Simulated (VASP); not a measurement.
Input of a VASP 6.6.1 run:

INCAR

```
PREC = Accurate
ENCUT = 600
EDIFF = 1E-8
ISMEAR = -1
SIGMA = 0.05
LREAL = F
LASPH = T
NELM = 80
ALGO = Normal
ISIF = 3
LWAVE = F
LCHARG = T
GGA = PS
IBRION = 6
NFREE = 2
POTIM = 0.015
NSW = 1
```

The input KPOINTS:

```
regular mesh
0
Gamma
  6 6 6
```

POSCAR

```
InPd
1.0
    3.2718847800      0.0000000000      0.0000000000
    0.0000000000      3.2718847800      0.0000000000
    0.0000000000      0.0000000000      3.2718847800
In Pd
1 1
Direct
    0.0000000000      0.0000000000      0.0000000000
    0.5000000000      0.5000000000      0.5000000000
```

Potentials or basis: VASP PAW PBE potentials, release 64 (In_d, Pd).

Run with:

```bash
$ cat potpaw_PBE.64/In_d/POTCAR potpaw_PBE.64/Pd/POTCAR > POTCAR
$ mpirun -np 1 vasp_std > vasp.out
```

Q: What does it give for the elastic constants C11, C12, C44?

A: 156, 110, 28 GPa.

Q: Predict the Voigt bulk modulus.

A: 125 GPa.

Q: Predict the highest phonon frequency at Γ, LO-TO splitting left out.

A: 137 cm⁻¹.

Phonon frequencies in cm⁻¹ (negative: imaginary):
```
              q point        frequencies
(0.000, 0.000, 0.000)  0 0 0 137 137 137
```

Caveat: the cell is under stress, which shifts elastic constants; the PAW data sets were made with another functional, which shifts forces and pressure a little.
